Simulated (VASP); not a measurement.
Mg2ZnS3: single point with PBE

The system is Mg2ZnS3.

```
Mg Zn S
1.0
     3.51627    0.00000    0.00000
     0.00000    3.51627    0.00000
     0.00000    0.00000   11.25158
Mg Zn S
2 1 3
Direct
  0.50000 0.00000 0.60021
  0.00000 0.50000 0.39979
  0.50000 0.50000 0.00000
  0.50000 0.00000 0.37031
  0.00000 0.50000 0.62969
  0.00000 0.00000 0.00000
```

```
Program             : VASP 6.6.1
Task                : single point
Functional          : PBE
Potentials or basis : VASP PAW PBE potentials, release 64 (Mg, Zn, S)
Cutoff              : 520 eV
k mesh              : 6 × 6 × 2
Occupations         : gaussian, width 0.1 eV
Spin                : no spin polarisation
```

```json
{
 "Pressure": "-0.1 GPa",
 "Largest force": "0.018 eV/Å",
 "Band gap on the k mesh": "zero (band 17 reaches 1.91 eV, above the bottom of band 18 at 1.09 eV)"
}
```

Forces in eV/Å, atoms in the order of the input:
```
Mg   0.000  0.000 -0.018
Mg   0.000  0.000  0.018
Zn   0.000  0.000  0.000
S    0.000  0.000 -0.001
S    0.000  0.000  0.001
S    0.000  0.000  0.000
```

Stress tensor (GPa, compression positive):
```
-0.13  0.00  0.00
 0.00 -0.13  0.00
 0.00  0.00  0.03
```

Levels at points of the mesh, in eV from the Fermi level:
| k point | band 15 | band 16 | band 17 | band 18 | band 19 | band 20 |
| --- | --- | --- | --- | --- | --- | --- |
| (0.00, 0.00, 0.00) | -1.41 | -0.90 | -0.90 | 0.50 | 3.08 | 3.73 |
| (0.50, 0.00, 0.00) | -0.86 | -0.85 | 0.01 | 2.63 | 4.27 | 4.78 |
| (0.50, 0.50, 0.00) | -1.74 | -1.74 | -1.08 | -0.81 | 2.62 | 2.62 |
| (0.00, 0.00, 0.50) | -1.55 | -0.90 | -0.90 | 0.59 | 3.18 | 3.73 |
| (0.50, 0.00, 0.50) | -0.86 | -0.85 | 0.01 | 2.88 | 4.03 | 4.13 |
| (0.50, 0.50, 0.50) | -1.73 | -1.73 | -1.07 | -0.82 | 2.60 | 2.60 |

It took 95 s on 1 thread of Intel(R) Xeon(R) Platinum 8259CL CPU @ 2.50GHz (Skylake/Cascade Lake) (shared host), peak memory 0.27 GiB.
